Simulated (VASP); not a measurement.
Set up this calculation in VASP 6.6.1, as the native input.

```yaml
Task: single point
Functional: PBE
Dispersion: D3(BJ)
Potentials_or_basis: VASP PAW PBE potentials, release 64 (Al, O)
Cutoff: 520 eV
k_mesh: 9 × 9 × 4
Occupations: gaussian, width 0.05 eV
Spin: no spin polarisation
Dipole_correction: no
Further_INCAR_settings: ALGO = Normal; EDIFF = 1e-07; NBANDS = 20
```

The structure of Al2O3 lies in POSCAR:

```
Al2O3
1.0
    2.8385000000      0.0000000000      0.0000000000
   -1.4192500000      2.4582131086      0.0000000000
    0.0000000000      0.0000000000      7.0774000000
Al O
2 3
Direct
    0.0000000000      0.0000000000      0.1907358529
    0.0000000000      0.0000000000      0.8092641471
    0.3333333333      0.6666666667      0.2840924954
    0.6666666667      0.3333333333      0.0000000000
    0.3333333333      0.6666666667      0.7159075046
```

The input as run:

INCAR

```
SYSTEM = Al2O3
  PREC = Accurate
  ENCUT = 520
  EDIFF = 1E-7
  ISMEAR = 0
  SIGMA = 0.05
  LREAL = .FALSE.
  LASPH = .TRUE.
  NELM = 80
  ALGO = Normal
  ISIF = 2
  LWAVE = .FALSE.
  LCHARG = .TRUE.
  GGA = PE
  IVDW = 12
  LELF = .TRUE.
  LVHAR = .TRUE.
  NBANDS = 20
```

KPOINTS

```
regular mesh
0
G
  9 9 4
  0 0 0
```

Potentials or basis: VASP PAW PBE potentials, release 64 (Al, O).

Command:

```console
$ cat potpaw_PBE.64/Al/POTCAR potpaw_PBE.64/O/POTCAR > POTCAR
$ mpirun -np 1 vasp_std > vasp.out
```

Results of the run:

| Property | Result |
| --- | --- |
| Pressure | 9.2 GPa |
| Largest force | 0.614 eV/Å |
| Band gap on the k mesh | 4.78 eV (least direct gap 4.90 eV) |
| Dispersion energy per atom | -0.205 eV |

Caveat: the cell stands under pressure; an odd mesh through Γ misses points on the zone boundary, where band edges can lie.

Wall time 20 s on 1 thread of AMD EPYC 9R45 96-Core Processor (Zen 5), on a shared host, peak memory 0.17 GiB.
